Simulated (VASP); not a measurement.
# Pd3C (Pm-3m) in VASP: a series of runs

The runs below take Pd3C through single point, relaxation of cell and atoms, with PBE.

All numbers are computed with VASP 6.6.1; they aren't measurements. Logs are shortened: lines on timing, memory, paths and dates and some standing lists are left out, and cuts for length are marked.

### Step 1. The cell of the first run

It takes space group Pm-3m (No. 221, cubic). Conventional cell: a = 3.793 Å, b = 3.793 Å, c = 3.793 Å, α = 90.00°, β = 90.00°, γ = 90.00°. Pd (site symmetry 4/mmm) has 8 Pd at 2.68 Å and 4 C at 2.68 Å within 3.5 Å. C (site symmetry m-3m) has 12 Pd at 2.68 Å within 3.5 Å.

### Step 2. Single point, PBE

INCAR

```
  PREC = Accurate
  ENCUT = 520
  EDIFF = 1E-6
  ISMEAR = 0
  SIGMA = 0.1
  LREAL = False
  LASPH = True
  NELM = 60
  ALGO = Normal
  ISIF = 2
  LWAVE = False
  LCHARG = True
  GGA = PE
  LELF = True
  LVHAR = True
  NBANDS = 25
```

KPOINTS

```
Automatic mesh
0
Gamma
  6 6 6
```

POSCAR

```
Pd3C
1.0
    3.7932314014      0.0000000000      0.0000000000
    0.0000000000      3.7932314014      0.0000000000
    0.0000000000      0.0000000000      3.7932314014
Pd C
3 1
Direct
    0.0000000000      0.5000000000      0.5000000000
    0.5000000000      0.0000000000      0.5000000000
    0.5000000000      0.5000000000      0.0000000000
    0.0000000000      0.0000000000      0.0000000000
```

Potentials or basis: VASP PAW PBE potentials, release 64 (Pd, C).

Command:

```console
cat potpaw_PBE.64/Pd/POTCAR potpaw_PBE.64/C/POTCAR > POTCAR
mpirun -np 1 vasp_std > vasp.out
```

OUTCAR:

```text
PREC = Accurate
   ENCUT = 520
   EDIFF = 1E-6
   ISMEAR = 0
   LREAL = False
   LASPH = True
   NELM = 60
   ISIF = 2
   GGA = PE

 ion  position               nearest neighbor table
   1  0.000  0.500  0.500-   2 2.68   3 2.68   4 2.68   3 2.68   4 2.68   2 2.68   4 2.68   4 2.68
                             2 2.68   3 2.68   3 2.68   2 2.68
   2  0.500  0.000  0.500-   1 2.68   3 2.68   4 2.68   3 2.68   4 2.68   1 2.68   3 2.68   3 2.68
                             1 2.68   4 2.68   4 2.68   1 2.68
   3  0.500  0.500  0.000-   1 2.68   2 2.68   4 2.68   1 2.68   2 2.68   2 2.68   4 2.68   2 2.68
                             1 2.68   4 2.68   1 2.68   4 2.68
   4  0.000  0.000  0.000-   1 2.68   2 2.68   3 2.68   1 2.68   2 2.68   1 2.68   3 2.68   1 2.68
                             2 2.68   3 2.68   2 2.68   3 2.68

  LATTYP: Found a simple cubic cell.
 ALAT       =     3.7932314014

  Lattice vectors:

 A1 = (   3.7932314014,   0.0000000000,   0.0000000000)
 A2 = (   0.0000000000,   3.7932314014,   0.0000000000)
 A3 = (   0.0000000000,   0.0000000000,   3.7932314014)

Analysis of symmetry for initial positions (statically):
=====================================================================
 Subroutine PRICEL returns:
 Original cell was already a primitive cell.

 Routine SETGRP: Setting up the symmetry group for a
 simple cubic supercell.

 Subroutine GETGRP returns: Found 48 space group operations
 (whereof 48 operations were pure point group operations)
 out of a pool of 48 trial point group operations.

The static configuration has the point symmetry O_h .

Analysis of symmetry for dynamics (positions and initial velocities):
=====================================================================
 Subroutine PRICEL returns:
 Original cell was already a primitive cell.

 Routine SETGRP: Setting up the symmetry group for a
 simple cubic supercell.

 Subroutine GETGRP returns: Found 48 space group operations
 (whereof 48 operations were pure point group operations)
 out of a pool of 48 trial point group operations.

The dynamic configuration has the point symmetry O_h .

 Subroutine INISYM returns: Found 48 space group operations
 (whereof 48 operations are pure point group operations),
 and found     1 'primitive' translations

----------------------------------------------------------------------------------------

                                     Primitive cell

  volume of cell :      54.5793

  direct lattice vectors                    reciprocal lattice vectors
     3.793231401  0.000000000  0.000000000     0.263627471  0.000000000  0.000000000
     0.000000000  3.793231401  0.000000000     0.000000000  0.263627471  0.000000000
     0.000000000  0.000000000  3.793231401     0.000000000  0.000000000  0.263627471

  length of vectors
     3.793231401  3.793231401  3.793231401     0.263627471  0.263627471  0.263627471

  position of ions in fractional coordinates (direct lattice)
     0.000000000  0.500000000  0.500000000
     0.500000000  0.000000000  0.500000000
     0.500000000  0.500000000  0.000000000
     0.000000000  0.000000000  0.000000000

  ion indices of the primitive-cell ions
   primitive index   ion index
                 1           1
                 2           2
                 3           3
                 4           4

----------------------------------------------------------------------------------------

 KPOINTS: Automatic mesh

Automatic generation of k-mesh.
 Grid dimensions read from file:
 generate k-points for:    6    6    6

 Generating k-lattice:

  Cartesian coordinates                     Fractional coordinates (reciprocal lattice)
     0.043937912  0.000000000  0.000000000     0.166666667  0.000000000  0.000000000
     0.000000000  0.043937912  0.000000000     0.000000000  0.166666667  0.000000000
     0.000000000  0.000000000  0.043937912     0.000000000  0.000000000  0.166666667

  Length of vectors
     0.043937912  0.043937912  0.043937912

  Shift w.r.t. Gamma in fractional coordinates (k-lattice)
     0.000000000  0.000000000  0.000000000

 Subroutine IBZKPT returns following result:
 ===========================================

 Found     20 irreducible k-points:

 Following reciprocal coordinates:
            Coordinates               Weight
  0.000000  0.000000  0.000000      1.000000
  0.166667  0.000000  0.000000      6.000000
  0.333333  0.000000  0.000000      6.000000
  0.500000  0.000000  0.000000      3.000000
  0.166667  0.166667  0.000000     12.000000
  0.333333  0.166667  0.000000     24.000000
[... 12 lines left out ...]
  0.500000  0.500000  0.333333      6.000000
  0.500000  0.500000  0.500000      1.000000
   k-points           NKPTS =     20   k-points in BZ     NKDIM =     20   number of bands    NBANDS=     25
   number of dos      NEDOS =    301   number of ions     NIONS =      4
   total plane-waves  NPLWV =  21952
   dimension x,y,z NGX =    28 NGY =   28 NGZ =   28
   dimension x,y,z NGXF=    56 NGYF=   56 NGZF=   56
   ions per type =               3   1
   NGX,Y,Z   is equivalent  to a cutoff of  12.27, 12.27, 12.27 a.u.
   NGXF,Y,Z  is equivalent  to a cutoff of  24.54, 24.54, 24.54 a.u.
 SYSTEM =  unknown system
   PREC   = accura    normal or accurate (medium, high low for compatibility)
   ISTART =      0    job   : 0-new  1-cont  2-samecut
   ICHARG =      2    charge: 1-file 2-atom 10-const
   ISPIN  =      1    spin polarized calculation?
   LNONCOLLINEAR =      F non collinear calculations
   LSORBIT =      F    spin-orbit coupling
   LASPH  =      T    aspherical Exc in radial PAW
   ENCUT  =  520.0 eV  38.22 Ry    6.18 a.u.   7.05  7.05  7.05*2*pi/ulx,y,z
   NELM   =     60;   NELMIN=  2; NELMDL= -5     # of ELM steps
   EDIFF  = 0.1E-05   stopping-criterion for ELM
   LREAL  =      F    real-space projection
   EDIFFG = 0.1E-04   stopping-criterion for IOM
   NSW    =      0    number of steps for IOM
   IBRION =     -1    ionic relax: 0-MD 1-quasi-New 2-CG
   NFREE  =      0    steps in history (QN), initial steepest desc. (CG)
   ISIF   =      2    stress and relaxation
   ISYM   =      2    0-nonsym 1-usesym 2-fastsym
   POTIM  = 0.5000    time-step for ionic-motion
   TEBEG  =    0.0;   TEEND  =   0.0 temperature during run
   PSTRESS=    0.0 pullay stress
   NELECT =      34.0000    total number of electrons
   NUPDOWN=      -1.0000    fix difference up-down
   EMIN   =  10.00;   EMAX   =-10.00  energy-range for DOS
   EFERMI =   0.00;   METHOD = LEGACY
   ISMEAR =     0;   SIGMA  =   0.10  broadening in eV -4-tet -1-fermi 0-gaus
   EFERMI_NEDOS =   21; number of points for ismear=-14 and -15
   IALGO  =     38    algorithm
   IMIX   =      4    mixing-type and parameters
     AMIX     =   0.40;   BMIX     =  1.00
     AMIX_MAG =   1.60;   BMIX_MAG =  1.00
  volume/ion in A,a.u.               =      13.64        92.08
  Fermi-wavevector in a.u.,A,eV,Ry     =   1.398165  2.642149 26.597563  1.954866
  Thomas-Fermi vector in A             =   2.521350
   LORBIT       =      0    0 simple, 1 ext, 2 COOP (PROOUT), +10 PAW based schemes
   GGA     = PE    functional components
   LHFCALC =     F    Hartree Fock is set to
   AEXX    =    0.0000 exact exchange contribution
   IVDW    =     0    specifies the selected vdW correction
   LEPSILON=     F    determine dielectric tensor
   LRPA    =     F    only Hartree local field effects (RPA)
 non-spin polarized calculation
 Gauss-broadening in eV      SIGMA  =   0.10
  energy-cutoff  :      520.00
  volume of cell :       54.58
 maximum number of plane-waves:      1492
   NGX = 15   NGY = 15   NGZ = 15

 number of electron      33.9999999 magnetization

 Free energy of the ion-electron system (eV)
  ---------------------------------------------------
  ext. energy  EPLUGINS =         0.00000000
  ---------------------------------------------------
  free energy    TOTEN  =       -20.14056652 eV

  energy without entropy =      -20.12350310  energy(sigma->0) =      -20.13203481

 E-fermi :   9.0636     XC(G=0): -12.7573

 val. band max:        9.0465367829   @ k =   0.5000   0.5000   0.3333
 cond. band min:       9.1234095020   @ k =   0.1667   0.1667   0.1667
 fundamental gap:      0.0768727191
 Fermi energy:         9.0636197962

 k-point     1 :       0.0000    0.0000    0.0000
  band No.  band energies     occupation
      1      -2.3356      2.00000
      2       2.4806      2.00000
      3       4.0627      2.00000
      4       4.0627      2.00000
      5       4.0627      2.00000
      6       4.4712      2.00000
[... 17 lines left out ...]
     24      18.7491      0.00000
     25      18.7491      0.00000

 k-point     2 :       0.1667    0.0000    0.0000
  band No.  band energies     occupation
      1      -2.1481      2.00000
      2       2.7113      2.00000
      3       4.1371      2.00000
      4       4.1772      2.00000
      5       4.1772      2.00000
      6       4.2470      2.00000
[... 17 lines left out ...]
     24      18.7183      0.00000
     25      20.3133      0.00000

 k-point     3 :       0.3333    0.0000    0.0000
  band No.  band energies     occupation
      1      -1.7033      2.00000
      2       3.0925      2.00000
      3       3.6451      2.00000
      4       4.3047      2.00000
      5       4.4109      2.00000
      6       4.4109      2.00000
[... 17 lines left out ...]
     24      18.6416      0.00000
     25      21.2630      0.00000

 k-point     4 :       0.5000    0.0000    0.0000
  band No.  band energies     occupation
      1      -1.4255      2.00000
      2       2.7838      2.00000
      3       3.8484      2.00000
      4       4.4013      2.00000
      5       4.5111      2.00000
      6       4.5111      2.00000
[... 17 lines left out ...]
     24      18.5905      0.00000
     25      20.7237      0.00000
[... 365 lines left out ...]
 k-point    18 :       0.5000    0.3333    0.3333
  band No.  band energies     occupation
      1      -1.2795      2.00000
      2       3.7536      2.00000
      3       3.9118      2.00000
      4       4.4987      2.00000
      5       5.0853      2.00000
      6       5.1298      2.00000
[... 17 lines left out ...]
     24      17.4855      0.00000
     25      17.6300      0.00000

 k-point    19 :       0.5000    0.5000    0.3333
  band No.  band energies     occupation
      1      -1.3133      2.00000
      2       3.9645      2.00000
      3       3.9645      2.00000
      4       4.0934      2.00000
      5       5.3052      2.00000
      6       5.5133      2.00000
[... 17 lines left out ...]
     24      16.7238      0.00000
     25      18.0339      0.00000

 k-point    20 :       0.5000    0.5000    0.5000
  band No.  band energies     occupation
      1      -1.3811      2.00000
      2       3.9197      2.00000
      3       3.9197      2.00000
      4       3.9197      2.00000
      5       5.7635      2.00000
      6       5.7635      2.00000
[... 17 lines left out ...]
     24      17.4609      0.00000
     25      17.4609      0.00000

------------------------ aborting loop because EDIFF is reached ----------------------------------------

  FORCE on cell =-STRESS in cart. coord.  units (eV):
  Direction    XX          YY          ZZ          XY          YZ          ZX
  --------------------------------------------------------------------------------------
  -------------------------------------------------------------------------------------
  Total       -0.0911459     -0.0911459     -0.0911459     -0.0000000      0.0000000      0.0000000
  in kB       -2.6755901     -2.6755901     -2.6755901     -0.0000000      0.0000000      0.0000000
  external PRESSURE =      -2.6755901 kB  Pullay stress =       0.0000000 kB

 VOLUME and BASIS-vectors are now :
 -----------------------------------------------------------------------------
  energy-cutoff  :      520.00
  volume of cell :       54.58
      direct lattice vectors                 reciprocal lattice vectors
     3.793231401  0.000000000  0.000000000     0.263627471  0.000000000  0.000000000
     0.000000000  3.793231401  0.000000000     0.000000000  0.263627471  0.000000000
     0.000000000  0.000000000  3.793231401     0.000000000  0.000000000  0.263627471

 POSITION                                       TOTAL-FORCE (eV/Angst)
 -----------------------------------------------------------------------------------
      0.00000      1.89662      1.89662         0.000000      0.000000      0.000000
      1.89662      0.00000      1.89662         0.000000      0.000000      0.000000
      1.89662      1.89662      0.00000         0.000000      0.000000      0.000000
      0.00000      0.00000      0.00000         0.000000      0.000000      0.000000
 -----------------------------------------------------------------------------------
    total drift:                                0.000000      0.000000      0.000000

  FREE ENERGIE OF THE ION-ELECTRON SYSTEM (eV)
  ---------------------------------------------------
  free  energy   TOTEN  =       -20.1405665234 eV

  energy  without entropy=      -20.1235031038  energy(sigma->0) =      -20.13203481
```

Wall time 22 s (1 thread of Intel Xeon Platinum 8175M at 2.50GHz (Skylake/Cascade Lake), shared host); peak memory 0.16 GiB.

Results:

| Property | Result |
| --- | --- |
| Free energy | -20.1406 eV |
| Pressure | -0.3 GPa |
| Band gap on the k mesh | zero (bands 17 and 18 overlap by 0.44 eV) |

(Continued in part 2 of 2.)
